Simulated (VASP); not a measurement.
Write the native input for VASP 6.6.1 that does the following.

| Quantity | Value |
| --- | --- |
| Task | single point |
| Functional | LDA |
| Potentials or basis | VASP PAW LDA potentials, release 64 (Mg, Fe, H) |
| Cutoff | 520 eV |
| k mesh | 8 × 8 × 8 |
| Occupations | gaussian, width 0.02 eV |
| Spin | no spin polarisation |
| Dipole correction | no |
| Further INCAR settings | ALGO = Normal; EDIFF = 1e-06; NBANDS = 19 |

The structure of Mg2FeH6 lies in POSCAR:

```
Mg2FeH6
1.0
    0.0000000000      3.0753595150      3.0753595150
    3.0753595150      0.0000000000      3.0753595150
    3.0753595150      3.0753595150      0.0000000000
Mg Fe H
2 1 6
Direct
    0.2500000000      0.2500000000      0.2500000000
    0.7500000000      0.7500000000      0.7500000000
    0.0000000000      0.0000000000      0.0000000000
    0.7511383792      0.2488616208      0.2488616208
    0.2488616208      0.7511383792      0.2488616208
    0.2488616208      0.7511383792      0.7511383792
    0.7511383792      0.2488616208      0.7511383792
    0.2488616208      0.2488616208      0.7511383792
    0.7511383792      0.7511383792      0.2488616208
```

This cell differs from its parent crystal: volume scaled by 0.94, then relaxed in part.

The input as run:

INCAR

```
ALGO = Normal
EDIFF = 1E-6
ENCUT = 520
ISIF = 2
ISMEAR = 0
LASPH = T
LCHARG = T
LELF = T
LREAL = F
LVHAR = T
LWAVE = F
NBANDS = 19
NELM = 80
PREC = Accurate
SIGMA = 0.02
```

KPOINTS

```
k-points
0
Gamma
  8 8 8
```

Potentials or basis: VASP PAW LDA potentials, release 64 (Mg, Fe, H).

Command:

```sh
$ cat potpaw_LDA.64/Mg/POTCAR potpaw_LDA.64/Fe/POTCAR potpaw_LDA.64/H/POTCAR > POTCAR
$ mpirun -np 1 vasp_std > vasp.out
```

Results of the run:

The pressure is 5.7 GPa and the largest force is 0.043 eV/Å. The band gap on the k mesh is 1.81 eV, direct.

It took 30 s on 1 thread of Intel Xeon 6975P-C, on a shared host, peak memory 0.17 GiB.
